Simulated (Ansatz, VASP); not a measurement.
## One calculation of ZrB2, two programs

```
Zr B
1.0
     3.16500    0.00000    0.00000
    -1.58250    2.74097    0.00000
     0.00000    0.00000    3.52000
Zr B
1 2
Direct
  0.00000 0.00000 0.00000
  0.33333 0.66667 0.50000
  0.66667 0.33333 0.50000
```

Alike in both runs: task electric field gradients; functional PBE; k mesh 13 × 13 × 10; occupations fermi-dirac, width 0.03 eV; no spin polarisation.

```csv
,VASP,Ansatz
version,VASP 6.6.1,Ansatz 0.2.0
potentials or method,"VASP PAW PBE potentials, release 64 (Zr_sv, B), cutoff 520 eV","all-electron PAW with datasets made for the crystal, scalar-relativistic"
```

|  | VASP | Ansatz | Ansatz less VASP |
| --- | --- | --- | --- |
| pressure (GPa) | 2.6 | 2.5 | -0.11 |
| traceless stress, the component that is largest in VASP (GPa) | 1.01 | 1.01 | 0.000 |
| size of Vzz on the site where it differs most (V/Å²) | 40.8 | 44.1 | +3.23 |

Ansatz ran all-electron here, and VASP with PAW potentials.
